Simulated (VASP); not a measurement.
# Mg8HO8 (a cell with a defect) in VASP: molecular dynamics with PBE

Aim: the molecular dynamics of Mg8HO8 (a cell with a defect) with PBE.

Program: VASP 6.6.1. These are calculated values, not measurements. Logs are shortened: lines on timing, memory, paths and dates and some standing lists are left out, and cuts for length are marked.

### Step 1. The cell of the first run

The cell holds a defect, 17 atoms: a = 6.008 Å, b = 6.008 Å, c = 6.008 Å, α = 60.00°, β = 60.00°, γ = 60.00°.

### Step 2. Molecular dynamics, PBE, collinear spin

INCAR reads:

```
SYSTEM = Mg8HO8
PREC     = Normal         ! precision mode
ENCUT    = 440            ! plane-wave cutoff, eV
EDIFF    = 1E-5           ! SCF threshold, eV
ISMEAR   = -1             ! smearing method
SIGMA    = 0.05           ! smearing width, eV
LREAL    = .FALSE.        ! projectors in reciprocal space
LASPH    = .TRUE.         ! aspherical terms in the spheres
NELM     = 200            ! most SCF steps
ALGO     = Normal         ! electronic algorithm
ISIF     = 2              ! what is computed and relaxed
LWAVE    = .FALSE.        ! write WAVECAR
LCHARG   = .FALSE.        ! write CHGCAR
ISPIN    = 2              ! spin polarisation
MAGMOM   = 0 0 0 0 0 0 0 0 0 0 0 0 0 0 0 0 1 ! initial moments
LORBIT   = 11             ! projections on sites
GGA      = PE             ! functional
NBANDS   = 50             ! bands
IBRION   = 0              ! ionic algorithm
NSW      = 40             ! ionic steps
POTIM    = 0.5            ! step
TEBEG    = 840.0        
TEEND    = 840.0        
ISYM     = 0            
NELMIN   = 4            
RANDOM_SEED= 727462 0 0   
MDALGO   = 2            
SMASS    = 0            
GGA_COMPAT= .FALSE.      
MAXMIX   = 40
```

KPOINTS reads:

```
regular mesh
0
G
  2 2 2
  0 0 0
```

POSCAR reads:

```
Mg8HO8
1.0
    0.0000000000      4.2483000000      4.2483000000
    4.2483000000      0.0000000000      4.2483000000
    4.2483000000      4.2483000000      0.0000000000
Mg O H
8 8 1
Direct
   -0.0096805000     -0.0488922300      0.0119802900
    0.0046361700     -0.0058520100      0.4945302200
    0.0147948700      0.4905110700     -0.0290047100
    0.0129936000      0.4688035800      0.4846445800
    0.5084592800     -0.0173937500     -0.0226531400
    0.5233390000     -0.0232383400      0.4855012700
    0.5176544500      0.4651246400     -0.0026849100
    0.5095677100      0.4927745500      0.4584458200
    0.2421934300      0.2071088300      0.2470616000
    0.2406857000      0.2293861700      0.7473070800
    0.2623442900      0.7201555200      0.2401726800
    0.2625683800      0.7385745200      0.7260303300
    0.7492157300      0.2261681800      0.2575047600
    0.7939193400      0.1929250000      0.7517710200
    0.7694469700      0.7148057800      0.2518940300
    0.7615714600      0.7147456300      0.7483226700
    0.4271950900      0.3859644000      0.8074805200
```

Potentials or basis: VASP PAW PBE potentials, release 64 (Mg, O, H).

Launch:

```
$ cat potpaw_PBE.64/Mg/POTCAR potpaw_PBE.64/O/POTCAR potpaw_PBE.64/H/POTCAR > POTCAR
$ mpirun -np 1 vasp_std > vasp.out
```

OUTCAR:

```text
SYSTEM = Mg8HO8
   PREC = Normal
   ENCUT = 440
   EDIFF = 1E-5
   ISMEAR = -1
   LREAL = .FALSE.
   LASPH = .TRUE.
   NELM = 200
   ISIF = 2
   ISPIN = 2
   LORBIT = 11
   GGA = PE
   IBRION = 0
   NSW = 40
   POTIM = 0.5
   TEBEG = 840.0
   ISYM = 0
   NELMIN = 4

 ion  position               nearest neighbor table
   1  0.990  0.951  0.012-  15 1.94  14 1.95  11 2.13  12 2.13  13 2.22  10 2.25   3 2.82   6 2.83
                             4 2.87   5 2.91   2 2.95   7 2.97   7 3.05   2 3.08   5 3.11   4 3.14
   2  0.005  0.994  0.495-   9 1.92  14 1.95  12 2.08  13 2.09  16 2.22  11 2.25   4 2.85   5 2.94
                             3 2.95   1 2.95   6 2.97   8 2.99   8 3.03   6 3.04   3 3.07   5 3.07
   3  0.015  0.491  0.971-  16 2.03  17 2.03  10 2.07  12 2.11   9 2.15  15 2.15  13 2.25   1 2.82
                             2 2.95   8 2.98   7 2.99   4 2.99   5 3.00   5 3.01   4 3.02   8 3.03
   4  0.013  0.469  0.485-  15 2.02  10 2.09  14 2.11   9 2.13  11 2.13  16 2.17   2 2.85   1 2.87
                             8 2.98   7 2.98   3 2.99   6 3.00   6 3.01   3 3.02   7 3.03   8 3.04
   5  0.508  0.983  0.977-  17 2.00   9 2.11  16 2.11  10 2.12  14 2.12  11 2.16  15 2.28   1 2.91
                             8 2.92   6 2.93   2 2.94   7 2.99   3 3.00   3 3.01   7 3.02   2 3.07
   6  0.523  0.977  0.486-  13 2.02  15 2.11  12 2.12  16 2.13  10 2.19   9 2.22   1 2.83   5 2.93
                             7 2.93   2 2.97   8 2.98   4 3.00   4 3.01   8 3.04   2 3.04   7 3.07
   7  0.518  0.465  0.997-  17 1.80  13 2.09  16 2.10  11 2.12  14 2.20  12 2.24   9 2.27   8 2.83
                             6 2.93   1 2.97   4 2.98   3 2.99   5 2.99   5 3.02   3 3.03   4 3.03
   8  0.510  0.493  0.458-  17 1.73  11 1.98  13 2.00  15 2.06  12 2.18  10 2.27  14 2.46   7 2.83
                             5 2.92   4 2.98   6 2.98   3 2.98   2 2.99   3 3.03   2 3.03   4 3.04
   9  0.242  0.207  0.247-   2 1.92   5 2.11   4 2.13   3 2.15   6 2.22   7 2.27
  10  0.241  0.229  0.747-   3 2.07   4 2.09   5 2.12   6 2.19   1 2.25   8 2.27
  11  0.262  0.720  0.240-   8 1.98   7 2.12   4 2.13   1 2.13   5 2.16   2 2.25
  12  0.263  0.739  0.726-   2 2.08   3 2.11   6 2.12   1 2.13   8 2.18   7 2.24
  13  0.749  0.226  0.258-   8 2.00   6 2.02   7 2.09   2 2.09   1 2.22   3 2.25
  14  0.794  0.193  0.752-   2 1.95   1 1.95   4 2.11   5 2.12   7 2.20   8 2.46
  15  0.769  0.715  0.252-   1 1.94   4 2.02   8 2.06   6 2.11   3 2.15   5 2.28
  16  0.762  0.715  0.748-   3 2.03   7 2.10   5 2.11   6 2.13   4 2.17   2 2.22
  17  0.427  0.386  0.807-   8 1.73   7 1.80   5 2.00   3 2.03

IMPORTANT INFORMATION: All symmetrisations will be switched off!
NOSYMM: (Re-)initialisation of all symmetry stuff for point group C_1.

----------------------------------------------------------------------------------------

                                     Primitive cell

  volume of cell :     153.3471

  direct lattice vectors                    reciprocal lattice vectors
     0.000000000  4.248300000  4.248300000    -0.117694136  0.117694136  0.117694136
     4.248300000  0.000000000  4.248300000     0.117694136 -0.117694136  0.117694136
     4.248300000  4.248300000  0.000000000     0.117694136  0.117694136 -0.117694136

  length of vectors
     6.008003477  6.008003477  6.008003477     0.203852224  0.203852224  0.203852224

  position of ions in fractional coordinates (direct lattice)
     0.990319500  0.951107770  0.011980290
     0.004636170  0.994147990  0.494530220
     0.014794870  0.490511070  0.970995290
     0.012993600  0.468803580  0.484644580
     0.508459280  0.982606250  0.977346860
     0.523339000  0.976761660  0.485501270
[... 9 lines left out ...]
     0.761571460  0.714745630  0.748322670
     0.427195090  0.385964400  0.807480520

  ion indices of the primitive-cell ions
   primitive index   ion index
                 1           1
                 2           2
                 3           3
                 4           4
                 5           5
                 6           6
[... 9 lines left out ...]
                16          16
                17          17

----------------------------------------------------------------------------------------

 KPOINTS: regular mesh

Automatic generation of k-mesh.
 Grid dimensions read from file:
 generate k-points for:    2    2    2

 Generating k-lattice:

  Cartesian coordinates                     Fractional coordinates (reciprocal lattice)
    -0.058847068  0.058847068  0.058847068     0.500000000  0.000000000  0.000000000
     0.058847068 -0.058847068  0.058847068     0.000000000  0.500000000  0.000000000
     0.058847068  0.058847068 -0.058847068     0.000000000  0.000000000  0.500000000

  Length of vectors
     0.101926112  0.101926112  0.101926112

  Shift w.r.t. Gamma in fractional coordinates (k-lattice)
[... 53 lines left out ...]
   IMIX   =      4    mixing-type and parameters
     AMIX     =   0.40;   BMIX     =  1.00
     AMIX_MAG =   1.60;   BMIX_MAG =  1.00
  volume/ion in A,a.u.               =       9.02        60.87
  Fermi-wavevector in a.u.,A,eV,Ry     =   1.229761  2.323912 20.576261  1.512313
  Thomas-Fermi vector in A             =   2.364636
   LORBIT       =     11    0 simple, 1 ext, 2 COOP (PROOUT), +10 PAW based schemes
   GGA     = PE    functional components
   LHFCALC =     F    Hartree Fock is set to
   AEXX    =    0.0000 exact exchange contribution
   IVDW    =     0    specifies the selected vdW correction
   LEPSILON=     F    determine dielectric tensor
   LRPA    =     F    only Hartree local field effects (RPA)
 molecular dynamics for ions
 spin polarized calculation
  energy-cutoff  :      440.00
  volume of cell :      153.35
 maximum number of plane-waves:      3250
   NGX = 21   NGY = 21   NGZ = 21

--------------------------------------- Ionic step        1  -------------------------------------------

 number of electron      64.9999996 magnetization       0.7478649

 Free energy of the ion-electron system (eV)
  ---------------------------------------------------
  ext. energy  EPLUGINS =         0.00000000
  ---------------------------------------------------
  free energy    TOTEN  =       -93.88610581 eV

  energy without entropy =      -93.87646150  energy(sigma->0) =      -93.88128366

------------------------ aborting loop because EDIFF is reached ----------------------------------------

  FORCE on cell =-STRESS in cart. coord.  units (eV):
  Direction    XX          YY          ZZ          XY          YZ          ZX
  --------------------------------------------------------------------------------------
  -------------------------------------------------------------------------------------
  Total        5.7457817      8.2423409      6.3746316     -0.1389751     -0.1784190     -0.0909980
  in kB       60.0321884     86.1163524     66.6024409     -1.4520185     -1.8641297     -0.9507509
  external PRESSURE =      70.9169939 kB  Pullay stress =       0.0000000 kB
[... 160 lines left out ...]
  ENERGY OF THE ELECTRON-ION-THERMOSTAT SYSTEM (eV)
  ---------------------------------------------------
% ion-electron   TOTEN  =       -93.838344  see above
  kinetic energy EKIN   =         1.690329
  kin. lattice  EKIN_LAT=         0.000000  (temperature  817.31 K)
  nose potential ES     =        -0.000827
  nose kinetic   EPS    =         0.000015
  ---------------------------------------------------
  total energy   ETOTAL =       -92.148828 eV

[... ionic steps 4 to 37 ...]

--------------------------------------- Ionic step       38  -------------------------------------------

 number of electron      64.9999990 magnetization       0.7445497

------------------------ aborting loop because EDIFF is reached ----------------------------------------
[... 117 lines left out ...]
--------------------------------------- Ionic step       40  -------------------------------------------

 number of electron      64.9999980 magnetization       0.7395988

 Free energy of the ion-electron system (eV)
  ---------------------------------------------------
  ext. energy  EPLUGINS =         0.00000000
  ---------------------------------------------------
  free energy    TOTEN  =       -92.55543435 eV

  energy without entropy =      -92.54290597  energy(sigma->0) =      -92.54917016

 E-fermi :   5.4410     XC(G=0): -11.0299

 val. band max:        5.4240931948   @ k =   0.5000   0.0000   0.5000
 cond. band min:       5.4424621753   @ k =   0.5000   0.5000   0.0000
 fundamental gap:      0.0183689804
 Fermi energy:         5.4410465973

 spin component 1

 k-point     1 :       0.0000    0.0000    0.0000
  band No.  band energies     occupation
      1     -14.2207      1.00000
      2     -13.0781      1.00000
      3     -13.0474      1.00000
      4     -12.9223      1.00000
      5     -12.8024      1.00000
      6     -12.6910      1.00000
[... 365 lines left out ...]
     43      14.0664      0.00000
     44      14.3524      0.00000
 Fermi energy:         5.4410465973

 spin component 2

 k-point     1 :       0.0000    0.0000    0.0000
  band No.  band energies     occupation
      1     -14.1245      1.00000
      2     -12.9674      1.00000
      3     -12.9062      1.00000
      4     -12.8176      1.00000
      5     -12.7911      1.00000
      6     -12.6460      1.00000
[... 365 lines left out ...]
     43      14.0830      0.00000
     44      14.3787      0.00000
 [bands above 44 left out]

------------------------ aborting loop because EDIFF is reached ----------------------------------------

  FORCE on cell =-STRESS in cart. coord.  units (eV):
  Direction    XX          YY          ZZ          XY          YZ          ZX
  --------------------------------------------------------------------------------------
  -------------------------------------------------------------------------------------
  Total        9.4072444      8.7743907      8.3789445     -0.9874995      0.1459720     -0.0147041
  in kB       98.2873174     91.6752333     87.5435927    -10.3174394      1.5251222     -0.1536293
  external PRESSURE =      92.5020478 kB  Pullay stress =       0.0000000 kB
[... 38 lines left out ...]
  ENERGY OF THE ELECTRON-ION-THERMOSTAT SYSTEM (eV)
  ---------------------------------------------------
% ion-electron   TOTEN  =       -92.555434  see above
  kinetic energy EKIN   =         1.830909
  kin. lattice  EKIN_LAT=         0.000000  (temperature  885.28 K)
  nose potential ES     =        -1.431595
  nose kinetic   EPS    =         0.006635
  ---------------------------------------------------
  total energy   ETOTAL =       -92.149485 eV

 total charge

# of ion       s       p       d       tot
------------------------------------------
    1        0.158   0.194   0.089   0.442
    2        0.151   0.179   0.079   0.409
    3        0.158   0.191   0.085   0.434
    4        0.157   0.194   0.089   0.440
    5        0.147   0.171   0.074   0.392
    6        0.162   0.200   0.092   0.454
[... 9 lines left out ...]
   16        1.555   3.555   0.000   5.110
   17        0.585   0.019   0.000   0.603
--------------------------------------------------
tot         14.320  29.863   0.669  44.852

 magnetization (x)

# of ion       s       p       d       tot
------------------------------------------
    1        0.001   0.002   0.002   0.005
    2       -0.000   0.000   0.000   0.000
    3       -0.000   0.003   0.005   0.009
    4        0.000   0.001   0.001   0.001
    5       -0.001   0.001   0.003   0.003
    6       -0.000   0.000   0.000   0.000
[... 9 lines left out ...]
   16       -0.000  -0.001   0.000  -0.001
   17        0.185   0.001   0.000   0.186
--------------------------------------------------
tot          0.203   0.360   0.014   0.578
```

Run time: 20 min. Hardware: 1 thread of Oxide Virtual Turin-like, shared host; peak memory 0.32 GiB.

What came out:

| Property | Result |
| --- | --- |
| Valence electrons inside the program's atomic spheres | Mg 0.44, 0.41, 0.43, 0.39, 0.45 (each value once); O 5.08, 5.12, 5.09, 5.11, 5.10 (each value once); H 0.60 |

The path:
| step | potential energy change (eV) | largest force (eV/Å) | pressure (GPa) | volume (Å³) | temperature (K) |
| --- | --- | --- | --- | --- | --- |
| 1 | 0.0000 | 2.4899 | 7.09 | 153.35 | 837 |
| 2 | 0.0233 | 2.5673 | 7.18 | 153.35 | 829 |
| 3 | 0.0478 | 2.6413 | 7.27 | 153.35 | 817 |
| 4 | 0.0731 | 2.7116 | 7.36 | 153.35 | 806 |
| 5 | 0.0992 | 2.7775 | 7.45 | 153.35 | 795 |
| 6 | 0.1259 | 2.8387 | 7.54 | 153.35 | 785 |
| 7 | 0.1530 | 2.8948 | 7.63 | 153.35 | 775 |
| 8 | 0.1802 | 2.9451 | 7.72 | 153.35 | 768 |
| 9 | 0.2074 | 2.9893 | 7.80 | 153.35 | 761 |
| 10 | 0.2344 | 3.0267 | 7.88 | 153.35 | 757 |
| 11 | 0.2610 | 3.0569 | 7.96 | 153.35 | 754 |
| 12 | 0.2872 | 3.0793 | 8.03 | 153.35 | 754 |
| 13 | 0.3131 | 3.0935 | 8.10 | 153.35 | 756 |
| 14 | 0.3389 | 3.0990 | 8.17 | 153.35 | 759 |
| 15 | 0.3647 | 3.0952 | 8.23 | 153.35 | 765 |
| 16 | 0.3911 | 3.0818 | 8.29 | 153.35 | 772 |
| 17 | 0.4183 | 3.0584 | 8.35 | 153.35 | 780 |
| 18 | 0.4470 | 3.0247 | 8.41 | 153.35 | 789 |
| 19 | 0.4775 | 2.9805 | 8.47 | 153.35 | 799 |
| 20 | 0.5101 | 2.9257 | 8.52 | 153.35 | 809 |
| 21 | 0.5452 | 2.8601 | 8.58 | 153.35 | 819 |
| 22 | 0.5828 | 2.7839 | 8.64 | 153.35 | 829 |
| 23 | 0.6228 | 2.6971 | 8.69 | 153.35 | 838 |
| 24 | 0.6649 | 2.6001 | 8.75 | 153.35 | 846 |
| 25 | 0.7088 | 2.6270 | 8.81 | 153.35 | 854 |
| 26 | 0.7540 | 2.6518 | 8.86 | 153.35 | 861 |
| 27 | 0.7999 | 2.6741 | 8.91 | 153.35 | 867 |
| 28 | 0.8460 | 2.6940 | 8.96 | 153.35 | 872 |
| 29 | 0.8918 | 2.7115 | 9.00 | 153.35 | 878 |
| 30 | 0.9370 | 2.7649 | 9.04 | 153.35 | 882 |
| 31 | 0.9811 | 2.9348 | 9.07 | 153.35 | 886 |
| 32 | 1.0240 | 3.0951 | 9.10 | 153.35 | 890 |
| 33 | 1.0655 | 3.2416 | 9.13 | 153.35 | 893 |
| 34 | 1.1056 | 3.3697 | 9.15 | 153.35 | 895 |
| 35 | 1.1442 | 3.4753 | 9.17 | 153.35 | 897 |
| 36 | 1.1816 | 3.5550 | 9.18 | 153.35 | 897 |
| 37 | 1.2183 | 3.6067 | 9.19 | 153.35 | 897 |
| 38 | 1.2548 | 3.6299 | 9.21 | 153.35 | 895 |
| 39 | 1.2919 | 3.6255 | 9.23 | 153.35 | 891 |
| 40 | 1.3307 | 3.5961 | 9.25 | 153.35 | 885 |

Caveat: the k points lie up to 0.64 Å⁻¹ apart; the cutoff is under 1.25 times the usual one of these potentials, so pressure, stress and relaxed cells hold a basis-set (Pulay) error.
